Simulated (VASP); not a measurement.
A run of VASP 6.6.1:

The input POSCAR:

```
Re
1.0
    2.5208265936      0.0000000000      0.0000000000
   -1.2604132968      2.1830998686      0.0000000000
    0.0000000000      0.0000000000      4.0634440421
Re
2
Direct
    0.3333333333      0.6666666667      0.2500000000
    0.6666666667      0.3333333333      0.7500000000
```

File INCAR.step1:

```
PREC = Accurate ; ENCUT = 520
EDIFF = 1E-7 ; ISMEAR = -1
SIGMA = 0.08 ; LREAL = False
LASPH = True ; NELM = 60
ALGO = Normal ; ISIF = 2
LWAVE = False ; LCHARG = True
LMAXMIX = 4 ; NBANDS = 14
```

File KPOINTS.step1:

```
regular mesh
0
Gamma
  18 18 10
```

Contents of INCAR.step2:

```
PREC = Accurate ; ENCUT = 520
EDIFF = 1E-7 ; ISMEAR = -5
SIGMA = 0.08 ; LREAL = False
LASPH = True ; NELM = 60
ALGO = Normal ; ISIF = 2
LWAVE = False ; LCHARG = False
LMAXMIX = 4 ; LORBIT = 11
NEDOS = 2001 ; ICHARG = 11
```

The input KPOINTS.step2:

```
regular mesh
0
Gamma
  27 27 15
```

Potentials or basis: VASP PAW LDA potentials, release 64 (Re).

Run with:

```console
$ cat potpaw_LDA.64/Re/POTCAR > POTCAR
$ cp INCAR.step1 INCAR
$ cp KPOINTS.step1 KPOINTS
$ mpirun -np 1 vasp_std > vasp.out
$ cp INCAR.step2 INCAR
$ cp KPOINTS.step2 KPOINTS
$ mpirun -np 1 vasp_std > vasp.out
```

Hardware: 1 thread of AMD EPYC 7R13, on a shared host.

Task: Estimate the wall time of this run.

Result: Run time: 3.9 min on 1 thread of AMD EPYC 7R13 (shared host), peak memory 0.24 GiB. Counts: k points 600.
